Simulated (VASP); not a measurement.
Bi, 2 atoms in the cell. Symmetry: R-3m, No. 166, trigonal system. Conventional cell: a = 4.533 Å, b = 4.533 Å, c = 11.661 Å, α = 90.00°, β = 90.00°, γ = 120.00°. Within 4.1 Å of Bi (site symmetry 3m) lie 6 Bi at 3.09 to 3.45 Å. 

```yaml
Program: VASP 6.6.1
Task: single point
Functional: PBE
Dispersion: D3(BJ)
Potentials_or_basis: VASP PAW PBE potentials, release 64 (Bi_d)
Cutoff: 520 eV
k_mesh: 12 × 12 × 12
Occupations: gaussian, width 0.1 eV
Spin: no spin polarisation
Dipole_correction: no
Further_INCAR_settings: ALGO = Normal; EDIFF = 1e-06; NBANDS = 22
```

Potentials or basis: VASP PAW PBE potentials, release 64 (Bi_d).

The run is started by

```bash
$ cat potpaw_PBE.64/Bi_d/POTCAR > POTCAR
$ mpirun -np 1 vasp_std > vasp.out
```

Hardware: 1 thread of Oxide Virtual Turin-like Processor, on a shared host.

Problem. How long does it take, and how much memory?

Solution. It took 7.1 min on 1 thread of Oxide Virtual Turin-like Processor (shared host), peak memory 0.33 GiB. Counts: scf iterations 11, k points 189.
